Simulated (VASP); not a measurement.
A run of VASP 6.6.1:

File INCAR:

```
SYSTEM = SnO2
PREC = Accurate
ENCUT = 520
EDIFF = 1E-6
ISMEAR = 0
SIGMA = 0.05
LREAL = .FALSE.
LASPH = .TRUE.
NELM = 100
ALGO = Normal
ISIF = 2
LWAVE = .FALSE.
LCHARG = .FALSE.
GGA = CA
NBANDS = 35
```

Contents of KPOINTS:

```
regular mesh
0
G
  10 10 10
  0 0 0
```

Contents of POSCAR:

```
SnO2
1.0
   -1.9861130355      1.9861130355      5.0647169536
    1.9861130355     -1.9861130355      5.0647169536
    1.9861130355      1.9861130355     -5.0647169536
Sn O
2 4
Direct
    0.7500000000      0.2500000000      0.5000000000
    0.0000000000      0.0000000000      0.0000000000
    0.7969975836      0.7969975836      0.0000000000
    0.9530024164      0.4530024164      0.5000000000
    0.2030024164      0.2030024164      0.0000000000
    0.5469975836      0.0469975836      0.5000000000
```

Potentials or basis: VASP PAW LDA potentials, release 64 (Sn_d, O).

Command:

```bash
$ cat potpaw_LDA.64/Sn_d/POTCAR potpaw_LDA.64/O/POTCAR > POTCAR
$ mpirun -np 1 vasp_std > vasp.out
```

Hardware: 1 thread of Intel(R) Xeon(R) Platinum 8259CL CPU @ 2.50GHz (Skylake/Cascade Lake) (shared host).

Problem. How long does it take, and how much memory?

Solution. Wall time 7.9 min on 1 thread of Intel(R) Xeon(R) Platinum 8259CL CPU @ 2.50GHz (Skylake/Cascade Lake) (shared host), peak memory 0.4 GiB. Counts: scf iterations 14, k points 102.
